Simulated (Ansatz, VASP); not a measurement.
# PtS2 in VASP and in Ansatz

```
Pt S
1.0
     3.45140    0.00000    0.00000
    -1.72570    2.98900    0.00000
     0.00000    0.00000    6.17180
Pt S
1 2
Direct
  0.00000 0.00000 0.00000
  0.33333 0.66667 0.21038
  0.66667 0.33333 0.78962
```

Alike in both runs: functional PBE; k mesh 9 × 9 × 4; occupations gaussian, width 0.05 eV; no spin polarisation.

Ansatz relaxed the structure, and its values are those at the end. VASP's run is a single point on that final structure, the one shown.

```csv
,VASP,Ansatz
version,VASP 6.6.1,Ansatz 0.2.0
potentials or method,"VASP PAW PBE potentials, release 64 (Pt, S), cutoff 520 eV","scalar-relativistic, plane waves, PAW"
valence electrons in the cell,22,30
```

|  | VASP | Ansatz | Ansatz less VASP |
| --- | --- | --- | --- |
| gap on the k mesh at the Fermi level (eV) | 1.45 | 1.45 | -0.001 |
| least direct gap on the mesh (eV) | 1.55 | 1.55 | -0.004 |
| pressure (GPa) | 4.4 | 4.9 | +0.43 |
| rms of the force components (eV/Å) | 0.021 | 0.001 | -0.0204 |

The functional is the same, so the differences come from potentials, cutoffs and numerics. VASP's potentials hold 22 valence electrons a cell and Ansatz's 30, so a difference there can come from the potentials and not from the codes. Ansatz's warnings: stress scf threshold loose.

Neither program's run includes spin-orbit coupling.
